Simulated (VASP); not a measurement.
# CO2 (Pa-3) in VASP: notebook

Runs on CO2. Level: PBE+D3(BJ). Tasks: single point, relaxation of cell and atoms.

All numbers are computed with VASP 6.6.1; they aren't measurements. Logs are shortened: lines on timing, memory, paths and dates and some standing lists are left out, and cuts for length are marked.

**1. The cell of the first run**

It takes space group Pa-3 (No. 205, cubic). Conventional cell: a = 5.630 Å, b = 5.630 Å, c = 5.630 Å, α = 90.00°, β = 90.00°, γ = 90.00°. C (site symmetry -3) has 2 O at 1.05 Å within 1.4 Å. O (site symmetry 3) has 1 C at 1.05 Å within 1.4 Å.

**2. Single point, PBE+D3(BJ)**

INCAR

```
SYSTEM = CO2
PREC = Accurate
ENCUT = 520
EDIFF = 1E-6
ISMEAR = 0
SIGMA = 0.1
LREAL = .False.
LASPH = .True.
NELM = 80
ALGO = Normal
ISIF = 2
LWAVE = .False.
LCHARG = .False.
GGA = PE
IVDW = 12
NBANDS = 44
```

KPOINTS

```
regular mesh
0
Gamma
  4 4 4
  0 0 0
```

POSCAR

```
CO2
1.0
    5.6300000000      0.0000000000      0.0000000000
    0.0000000000      5.6300000000      0.0000000000
    0.0000000000      0.0000000000      5.6300000000
C O
4 8
Direct
    0.0000000000      0.0000000000      0.0000000000
    0.5000000000      0.0000000000      0.5000000000
    0.5000000000      0.5000000000      0.0000000000
    0.0000000000      0.5000000000      0.5000000000
    0.1080000000      0.1080000000      0.1080000000
    0.3920000000      0.8920000000      0.6080000000
    0.6080000000      0.3920000000      0.8920000000
    0.8920000000      0.6080000000      0.3920000000
    0.8920000000      0.8920000000      0.8920000000
    0.6080000000      0.1080000000      0.3920000000
    0.3920000000      0.6080000000      0.1080000000
    0.1080000000      0.3920000000      0.6080000000
```

Potentials or basis: VASP PAW PBE potentials, release 64 (C, O).

The run is started by

```bash
cat potpaw_PBE.64/C/POTCAR potpaw_PBE.64/O/POTCAR > POTCAR
mpirun -np 1 vasp_std > vasp.out
```

OUTCAR:

```text
SYSTEM = CO2
   PREC = Accurate
   ENCUT = 520
   EDIFF = 1E-6
   ISMEAR = 0
   LREAL = .False.
   LASPH = .True.
   NELM = 80
   ISIF = 2
   GGA = PE
   IVDW = 12
 IVDW          = 12

 ion  position               nearest neighbor table
   1  0.000  0.000  0.000-   5 1.05   9 1.05
   2  0.500  0.000  0.500-   6 1.05  10 1.05
   3  0.500  0.500  0.000-   7 1.05  11 1.05
   4  0.000  0.500  0.500-   8 1.05  12 1.05
   5  0.108  0.108  0.108-   1 1.05
   6  0.392  0.892  0.608-   2 1.05
   7  0.608  0.392  0.892-   3 1.05
   8  0.892  0.608  0.392-   4 1.05
   9  0.892  0.892  0.892-   1 1.05
  10  0.608  0.108  0.392-   2 1.05
  11  0.392  0.608  0.108-   3 1.05
  12  0.108  0.392  0.608-   4 1.05

  LATTYP: Found a simple cubic cell.
 ALAT       =     5.6300000000

  Lattice vectors:

 A1 = (   5.6300000000,   0.0000000000,   0.0000000000)
 A2 = (   0.0000000000,   5.6300000000,   0.0000000000)
 A3 = (   0.0000000000,   0.0000000000,   5.6300000000)

Analysis of symmetry for initial positions (statically):
=====================================================================
 Subroutine PRICEL returns:
 Original cell was already a primitive cell.

 Routine SETGRP: Setting up the symmetry group for a
 simple cubic supercell.

 Subroutine GETGRP returns: Found 24 space group operations
 (whereof  6 operations were pure point group operations)
 out of a pool of 48 trial point group operations.

The static configuration has the point symmetry S_6 .
 The point group associated with its full space group is T_h .

Analysis of symmetry for dynamics (positions and initial velocities):
=====================================================================
 Subroutine PRICEL returns:
 Original cell was already a primitive cell.

 Routine SETGRP: Setting up the symmetry group for a
 simple cubic supercell.

 Subroutine GETGRP returns: Found 24 space group operations
 (whereof  6 operations were pure point group operations)
 out of a pool of 48 trial point group operations.

The dynamic configuration has the point symmetry S_6 .
 The point group associated with its full space group is T_h .

 Subroutine INISYM returns: Found 24 space group operations
[... 109 lines left out ...]
   ISIF   =      2    stress and relaxation
   ISYM   =      2    0-nonsym 1-usesym 2-fastsym
   POTIM  = 0.5000    time-step for ionic-motion
   TEBEG  =    0.0;   TEEND  =   0.0 temperature during run
   PSTRESS=    0.0 pullay stress
   NELECT =      64.0000    total number of electrons
   NUPDOWN=      -1.0000    fix difference up-down
   EMIN   =  10.00;   EMAX   =-10.00  energy-range for DOS
   EFERMI =   0.00;   METHOD = LEGACY
   ISMEAR =     0;   SIGMA  =   0.10  broadening in eV -4-tet -1-fermi 0-gaus
   EFERMI_NEDOS =   21; number of points for ismear=-14 and -15
   IALGO  =     38    algorithm
   IMIX   =      4    mixing-type and parameters
     AMIX     =   0.40;   BMIX     =  1.00
     AMIX_MAG =   1.60;   BMIX_MAG =  1.00
  volume/ion in A,a.u.               =      14.87       100.36
  Fermi-wavevector in a.u.,A,eV,Ry     =   1.163125  2.197988 18.406778  1.352860
  Thomas-Fermi vector in A             =   2.299678
   LORBIT       =      0    0 simple, 1 ext, 2 COOP (PROOUT), +10 PAW based schemes
   GGA     = PE    functional components
   LHFCALC =     F    Hartree Fock is set to
   AEXX    =    0.0000 exact exchange contribution
   IVDW    =    12    specifies the selected vdW correction
   LEPSILON=     F    determine dielectric tensor
   LRPA    =     F    only Hartree local field effects (RPA)
 non-spin polarized calculation
 Gauss-broadening in eV      SIGMA  =   0.10
  energy-cutoff  :      520.00
  volume of cell :      178.45
 maximum number of plane-waves:      4828
 NGX is ok and might be reduce to    42
   NGX = 21   NGY = 21   NGZ = 21

 number of electron      63.9999944 magnetization

 Free energy of the ion-electron system (eV)
  ---------------------------------------------------
  ext. energy  EPLUGINS =         0.00000000
  ---------------------------------------------------
  free energy    TOTEN  =       -84.00987173 eV

  energy without entropy =      -84.00987173  energy(sigma->0) =      -84.00987173

 E-fermi :  -3.5325     XC(G=0):  -7.6054

 val. band max:       -4.0105409661   @ k =   0.0000   0.0000   0.0000
 cond. band min:       3.6311538077   @ k =   0.0000   0.0000   0.0000
 fundamental gap:      7.6416947738
 Fermi energy:        -3.5324568821

 k-point     1 :       0.0000    0.0000    0.0000
  band No.  band energies     occupation
      1     -25.8040      2.00000
      2     -25.6722      2.00000
      3     -25.6722      2.00000
      4     -25.6722      2.00000
      5     -24.8248      2.00000
      6     -24.8248      2.00000
[... 506 lines left out ...]
     43       7.1128      0.00000
     44       7.1128      0.00000

------------------------ aborting loop because EDIFF is reached ----------------------------------------

 Edisp (eV)   -0.82374

 E8    (eV) :    -0.2095

  FORCE on cell =-STRESS in cart. coord.  units (eV):
  Direction    XX          YY          ZZ          XY          YZ          ZX
  --------------------------------------------------------------------------------------
  -------------------------------------------------------------------------------------
  Total      53.25234    53.25234    53.25234    -0.00000     0.00000     0.00000
  in kB     478.10585   478.10585   478.10585    -0.00000     0.00000     0.00000
  external pressure =      478.11 kB  Pullay stress =        0.00 kB

 VOLUME and BASIS-vectors are now :
 -----------------------------------------------------------------------------
  energy-cutoff  :      520.00
  volume of cell :      178.45
      direct lattice vectors                 reciprocal lattice vectors
     5.630000000  0.000000000  0.000000000     0.177619893  0.000000000  0.000000000
     0.000000000  5.630000000  0.000000000     0.000000000  0.177619893  0.000000000
     0.000000000  0.000000000  5.630000000     0.000000000  0.000000000  0.177619893

 POSITION                                       TOTAL-FORCE (eV/Angst)
 -----------------------------------------------------------------------------------
      0.00000      0.00000      0.00000         0.000000      0.000000      0.000000
      2.81500      0.00000      2.81500         0.000000      0.000000      0.000000
      2.81500      2.81500      0.00000         0.000000      0.000000      0.000000
      0.00000      2.81500      2.81500         0.000000      0.000000      0.000000
      0.60804      0.60804      0.60804        11.127880     11.127880     11.127880
      2.20696      5.02196      3.42304       -11.127880    -11.127880     11.127880
      3.42304      2.20696      5.02196        11.127880    -11.127880    -11.127880
      5.02196      3.42304      2.20696       -11.127880     11.127880    -11.127880
      5.02196      5.02196      5.02196       -11.127880    -11.127880    -11.127880
      3.42304      0.60804      2.20696        11.127880     11.127880    -11.127880
      2.20696      3.42304      0.60804       -11.127880     11.127880     11.127880
      0.60804      2.20696      3.42304        11.127880    -11.127880     11.127880
 -----------------------------------------------------------------------------------
    total drift:                                0.000000     -0.000000      0.000000

  FREE ENERGIE OF THE ION-ELECTRON SYSTEM (eV)
  ---------------------------------------------------
  free  energy   TOTEN  =       -84.8336138477 eV

  energy  without entropy=      -84.8336138477  energy(sigma->0) =      -84.83361385
```

OSZICAR:

```text
N       E                     dE             d eps       ncg     rms          rms(c)
DAV:   1     0.453192597386E+03    0.45319E+03   -0.34283E+04   968   0.133E+03
DAV:   2    -0.641272206770E+02   -0.51732E+03   -0.50687E+03  1236   0.334E+02
DAV:   3    -0.949068535651E+02   -0.30780E+02   -0.30629E+02  1180   0.844E+01
DAV:   4    -0.952581098472E+02   -0.35126E+00   -0.34966E+00  1164   0.102E+01
DAV:   5    -0.952637295361E+02   -0.56197E-02   -0.56183E-02  1104   0.127E+00    0.242E+01
DAV:   6    -0.850946120945E+02    0.10169E+02   -0.24476E+01  1108   0.254E+01    0.114E+01
DAV:   7    -0.840990652297E+02    0.99555E+00   -0.24094E+00  1180   0.748E+00    0.567E+00
DAV:   8    -0.840196941852E+02    0.79371E-01   -0.69444E-01  1148   0.445E+00    0.148E+00
DAV:   9    -0.840091917985E+02    0.10502E-01   -0.95007E-02  1140   0.168E+00    0.316E-01
DAV:  10    -0.840094384160E+02   -0.24662E-03   -0.83668E-03  1176   0.472E-01    0.118E-01
DAV:  11    -0.840098520084E+02   -0.41359E-03   -0.65112E-04  1084   0.158E-01    0.483E-02
DAV:  12    -0.840098707268E+02   -0.18718E-04   -0.12530E-04  1200   0.644E-02    0.788E-03
DAV:  13    -0.840098721744E+02   -0.14476E-05   -0.13487E-05  1124   0.186E-02    0.332E-03
DAV:  14    -0.840098717285E+02    0.44587E-06   -0.51238E-07   672   0.404E-03
   1 F= -.84833614E+02 E0= -.84833614E+02  d E =-.335829E-12
```

Wall time 2.4 min (1 thread of Intel Xeon 8259CL, shared host); peak memory 0.27 GiB.

Results:

* Free energy: -84.8336 eV
* Pressure: 47.8 GPa
* Largest force: 19.274 eV/Å
* Band gap on the k mesh: 7.64 eV
* Dispersion energy per atom: -0.069 eV

Forces in eV/Å, atoms in the order of the input:
```
C     0.000   0.000   0.000
C     0.000   0.000   0.000
C     0.000   0.000   0.000
C     0.000   0.000   0.000
O    11.128  11.128  11.128
O   -11.128 -11.128  11.128
O    11.128 -11.128 -11.128
O   -11.128  11.128 -11.128
O   -11.128 -11.128 -11.128
O    11.128  11.128 -11.128
O   -11.128  11.128  11.128
O    11.128 -11.128  11.128
```

Caveat: the cell stands under pressure; forces of over 1 eV/Å act on the atoms, so gaps and moduli don't describe the material at rest. A k mesh can miss the band edges.

**3. Single point, PBE+D3(BJ)**

This run uses another cell than the first one, of 15.20 Å³/atom.

INCAR

```
SYSTEM = CO2
PREC = Accurate ; ENCUT = 520
EDIFF = 1E-7 ; ISMEAR = 0
SIGMA = 0.1 ; LREAL = .FALSE.
LASPH = .TRUE. ; NELM = 60
ALGO = Normal ; ISIF = 2
LWAVE = .FALSE. ; LCHARG = .TRUE.
GGA = PE ; IVDW = 12
LELF = .TRUE. ; LVHAR = .TRUE.
NBANDS = 44
```

KPOINTS

```
regular mesh
0
G
  4 4 4
  0 0 0
```

POSCAR

```
CO2
1.0
    5.6711123380      0.0000000000      0.0000000000
    0.0000000000      5.6711123380      0.0000000000
    0.0000000000      0.0000000000      5.6711123380
C O
4 8
Direct
    0.0000000000      0.0000000000      0.0000000000
    0.5000000000      0.0000000000      0.5000000000
    0.5000000000      0.5000000000      0.0000000000
    0.0000000000      0.5000000000      0.5000000000
    0.1190348169      0.1190348169      0.1190348169
    0.3809651831      0.8809651831      0.6190348169
    0.6190348169      0.3809651831      0.8809651831
    0.8809651831      0.6190348169      0.3809651831
    0.8809651831      0.8809651831      0.8809651831
    0.6190348169      0.1190348169      0.3809651831
    0.3809651831      0.6190348169      0.1190348169
    0.1190348169      0.3809651831      0.6190348169
```

Potentials or basis: VASP PAW PBE potentials, release 64 (C, O).

The run is started by

```bash
cat potpaw_PBE.64/C/POTCAR potpaw_PBE.64/O/POTCAR > POTCAR
mpirun -np 1 vasp_std > vasp.out
```

It took 2.5 min on 1 thread of Intel Xeon 8259CL, shared host; peak memory 0.28 GiB.

Results (log left out):

| Item | Value |
| --- | --- |
| Free energy | -92.9776 eV |
| Pressure | 1.5 GPa |
| Largest force | 0.579 eV/Å |
| Band gap on the k mesh | 6.74 eV |
| Dispersion energy per atom | -0.067 eV |

Forces on the atoms (eV/Å):
```
C    0.000  0.000  0.000
C    0.000  0.000  0.000
C    0.000  0.000  0.000
C    0.000  0.000  0.000
O    0.335  0.335  0.335
O   -0.335 -0.335  0.335
O    0.335 -0.335 -0.335
O   -0.335  0.335 -0.335
O   -0.335 -0.335 -0.335
O    0.335  0.335 -0.335
O   -0.335  0.335  0.335
O    0.335 -0.335  0.335
```

Levels at points of the mesh, in eV from the valence-band top:
```
           k point  band 30  band 31  band 32  band 33  band 34  band 35
(0.00, 0.00, 0.00)    -0.18     0.00     0.00     6.74     8.03     8.03
(0.50, 0.00, 0.00)    -0.27    -0.07    -0.07     7.97     7.97     8.14
(0.50, 0.50, 0.00)    -0.25    -0.25    -0.25     7.96     7.96     7.96
(0.50, 0.50, 0.50)    -0.29    -0.29    -0.29     7.97     7.97     7.97
```

A k mesh can miss the band edges. Expect the measured gap to be larger: semilocal functionals such as PBE lack the derivative discontinuity.

**4. Single point, PBE+D3(BJ)**

This run uses another cell than the first one, of 15.59 Å³/atom.

INCAR

```
SYSTEM = CO2
ALGO = Normal ; EDIFF = 1E-6
ENCUT = 520 ; GGA = PE
ISIF = 2 ; ISMEAR = 0
IVDW = 12 ; LASPH = .TRUE.
LCHARG = .FALSE. ; LREAL = .FALSE.
LWAVE = .FALSE. ; NBANDS = 44
NELM = 60 ; PREC = Accurate
SIGMA = 0.02
```

KPOINTS

```
k-points
0
G
  4 4 4
  0 0 0
```

POSCAR

```
CO2
1.0
    5.7193957424      0.0000000000      0.0000000000
    0.0000000000      5.7193957424      0.0000000000
    0.0000000000      0.0000000000      5.7193957424
C O
4 8
Direct
    0.0000000000      0.0000000000      0.0000000000
    0.5000000000      0.0000000000      0.5000000000
    0.5000000000      0.5000000000      0.0000000000
    0.0000000000      0.5000000000      0.5000000000
    0.1180006398      0.1180006398      0.1180006398
    0.3819993602      0.8819993602      0.6180006398
    0.6180006398      0.3819993602      0.8819993602
    0.8819993602      0.6180006398      0.3819993602
    0.8819993602      0.8819993602      0.8819993602
    0.6180006398      0.1180006398      0.3819993602
    0.3819993602      0.6180006398      0.1180006398
    0.1180006398      0.3819993602      0.6180006398
```

The run is started by

```bash
cat potpaw_PBE.64/C/POTCAR potpaw_PBE.64/O/POTCAR > POTCAR
mpirun -np 1 vasp_std > vasp.out
```

It took 2.4 min on 1 thread of Intel Xeon 8259CL, shared host; peak memory 0.34 GiB.

It converged, with:

```yaml
Free_energy: -92.9786 eV
Pressure: 1.4 GPa
Largest_force: 0.630 eV/Å
Band_gap_on_the_k_mesh: 6.72 eV
Dispersion_energy_per_atom: -0.065 eV
```

Forces on the atoms (eV/Å):
```
C    0.000  0.000  0.000
C    0.000  0.000  0.000
C    0.000  0.000  0.000
C    0.000  0.000  0.000
O    0.364  0.364  0.364
O   -0.364 -0.364  0.364
O    0.364 -0.364 -0.364
O   -0.364  0.364 -0.364
O   -0.364 -0.364 -0.364
O    0.364  0.364 -0.364
O   -0.364  0.364  0.364
O    0.364 -0.364  0.364
```

Levels at points of the mesh, in eV from the valence-band top:
```tsv
k point	band 29	band 30	band 31	band 32	band 33	band 34	band 35	band 36
(0.00, 0.00, 0.00)	-0.17	-0.17	0.00	0.00	6.72	8.07	8.07	8.07
(0.50, 0.00, 0.00)	-0.26	-0.26	-0.07	-0.07	8.00	8.00	8.13	8.13
(0.50, 0.50, 0.00)	-0.24	-0.24	-0.24	-0.24	7.99	7.99	7.99	7.99
(0.50, 0.50, 0.50)	-0.27	-0.27	-0.27	-0.27	8.01	8.01	8.01	8.01
```

**5. Relaxation of cell and atoms, PBE+D3(BJ)**

INCAR

```
PREC = Accurate
ENCUT = 600
EDIFF = 1E-7
ISMEAR = 0
SIGMA = 0.1
LREAL = F
LASPH = T
NELM = 60
ALGO = Normal
ISIF = 3
LWAVE = F
LCHARG = F
GGA = PE
IVDW = 12
IBRION = 2
NSW = 100
EDIFFG = -0.05
```

KPOINTS

```
regular mesh
0
Gamma
  4 4 4
```

POSCAR

```
CO2
1.0
    5.6300000000      0.0000000000      0.0000000000
    0.0000000000      5.6300000000      0.0000000000
    0.0000000000      0.0000000000      5.6300000000
C O
4 8
Direct
    0.0000000000      0.0000000000      0.0000000000
    0.5000000000      0.0000000000      0.5000000000
    0.5000000000      0.5000000000      0.0000000000
    0.0000000000      0.5000000000      0.5000000000
    0.1080000000      0.1080000000      0.1080000000
    0.3920000000      0.8920000000      0.6080000000
    0.6080000000      0.3920000000      0.8920000000
    0.8920000000      0.6080000000      0.3920000000
    0.8920000000      0.8920000000      0.8920000000
    0.6080000000      0.1080000000      0.3920000000
    0.3920000000      0.6080000000      0.1080000000
    0.1080000000      0.3920000000      0.6080000000
```

The run is started by

```bash
cat potpaw_PBE.64/C/POTCAR potpaw_PBE.64/O/POTCAR > POTCAR
mpirun -np 1 vasp_std > vasp.out
```

Wall time 28 min (1 thread of Intel Xeon 8259CL, shared host); peak memory 0.38 GiB.

It converged, with:

- Free energy: -93.0203 eV
- Relaxed volume: 15.02 Å³/atom
- Relaxed cell: a = 5.649 Å, b = 5.649 Å, c = 5.649 Å, α = 90.00°, β = 90.00°, γ = 90.00°
- Space group after relaxing (to 0.1 Å): Pa-3 (No. 205)
- Pressure after relaxing: -0.1 GPa
- Largest force after relaxing: 0.008 eV/Å
- Band gap on the k mesh: 6.70 eV
- Dispersion energy per atom: -0.069 eV

Forces in eV/Å, atoms in the order of the input:
```
C    0.000  0.000  0.000
C    0.000  0.000  0.000
C    0.000  0.000  0.000
C    0.000  0.000  0.000
O   -0.004 -0.004 -0.004
O    0.004  0.004 -0.004
O   -0.004  0.004  0.004
O    0.004 -0.004  0.004
O    0.004  0.004  0.004
O   -0.004 -0.004  0.004
O    0.004 -0.004 -0.004
O   -0.004  0.004 -0.004
```

Final structure:
```
CELL_PARAMETERS angstrom
5.64891 0.00000 0.00000
0.00000 5.64891 0.00000
0.00000 0.00000 5.64891
ATOMIC_POSITIONS crystal
C 0.00000 0.00000 0.00000
C 0.50000 0.00000 0.50000
C 0.50000 0.50000 0.00000
C 0.00000 0.50000 0.50000
O 0.12004 0.12004 0.12004
O 0.37996 0.87996 0.62004
O 0.62004 0.37996 0.87996
O 0.87996 0.62004 0.37996
O 0.87996 0.87996 0.87996
O 0.62004 0.12004 0.37996
O 0.37996 0.62004 0.12004
O 0.12004 0.37996 0.62004
```

Levels at points of the mesh, in eV from the valence-band top:
| k point | band 29 | band 30 | band 31 | band 32 | band 33 | band 34 | band 35 | band 36 |
| --- | --- | --- | --- | --- | --- | --- | --- | --- |
| (0.00, 0.00, 0.00) | -0.19 | -0.19 | 0.00 | 0.00 | 6.70 | 7.92 | 7.92 | 7.92 |
| (0.50, 0.00, 0.00) | -0.28 | -0.28 | -0.07 | -0.07 | 7.86 | 7.86 | 8.06 | 8.06 |
| (0.50, 0.50, 0.00) | -0.26 | -0.26 | -0.26 | -0.26 | 7.86 | 7.86 | 7.86 | 7.86 |
| (0.50, 0.50, 0.50) | -0.30 | -0.30 | -0.30 | -0.30 | 7.86 | 7.86 | 7.86 | 7.86 |

A k mesh can miss the band edges. As with any semilocal functional, this PBE gap is likely too small.

(Part 1 of 2 ends here.)
